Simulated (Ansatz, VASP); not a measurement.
**CuI in VASP and in Ansatz**

The input INCAR:

```
SYSTEM = CuI
  PREC = Accurate
  ENCUT = 520
  EDIFF = 1E-6
  ISMEAR = -1
  SIGMA = 0.05
  LREAL = .FALSE.
  LASPH = .TRUE.
  NELM = 100
  ALGO = Normal
  ISIF = 2
  LWAVE = .FALSE.
  LCHARG = .TRUE.
  GGA = CA
  LELF = .TRUE.
  LVHAR = .TRUE.
  NBANDS = 26
```

KPOINTS

```
regular mesh
0
G
  7 7 4
  0 0 0
```

File POSCAR:

```
CuI
1.0
    4.0349164921      0.0000000000      0.0000000000
    0.0000000000      4.0349164921      0.0000000000
    0.0000000000      0.0000000000      6.4629139691
I Cu
2 2
Direct
    0.0000000000      0.5000000000      0.7430343600
    0.5000000000      0.0000000000      0.2569656400
    0.0000000000      0.0000000000      0.0000000000
    0.5000000000      0.5000000000      0.0000000000
```

The input input.yaml:

```yaml
crystal:
  lattice:
    - [4.0349164921, 0.0, 0.0]
    - [0.0, 4.0349164921, 0.0]
    - [0.0, 0.0, 6.4629139691]
  atoms:
    - { symbol: I, position: [0.0, 0.5, 0.74303436] }
    - { symbol: I, position: [0.5, 0.0, 0.25696564] }
    - { symbol: Cu, position: [0.0, 0.0, 0.0] }
    - { symbol: Cu, position: [0.5, 0.5, 0.0] }
kpoints:
  mp_grid: { grid: [7, 7, 4] }
scf:
  occupations: { method: fermi_dirac, width: 0.05 }
hamiltonian:
  xc: lda
  pseudopotentials: { kind: all_electron, lapw: { basis_error: 0.002 } }
output:
  forces: true
  stress: true
  eigenvalues: true
```

Change from the starting cell: volume scaled by 0.96.

Alike in both runs: task single point; functional LDA; k mesh 7 × 7 × 4; occupations fermi-dirac, width 0.05 eV; no spin polarisation.

```csv
,VASP,Ansatz
version,VASP 6.6.1,Ansatz 0.2.0
potentials or method,"VASP PAW LDA potentials, release 64 (I, Cu), cutoff 520 eV","all-electron LAPW, scalar-relativistic"
```

```csv
,VASP,Ansatz,Ansatz less VASP
gap on the k mesh at the Fermi level (eV),1.52,1.48,-0.040
least direct gap on the mesh (eV),1.52,1.48,-0.040
pressure (GPa),-1.5,-1.8,-0.29
"traceless stress, the component that is largest in VASP (GPa)",0.20,0.23,+0.027
rms of the force components (eV/Å),0.047,0.054,+0.0077
```

LDA's correlation is that of Perdew and Zunger in VASP and of Perdew and Wang (1992) in Ansatz. Atom by atom the forces differ by 0.008 eV/Å (rms over components). Ansatz ran all-electron here, and VASP with PAW potentials.

Spin-orbit coupling is off throughout.
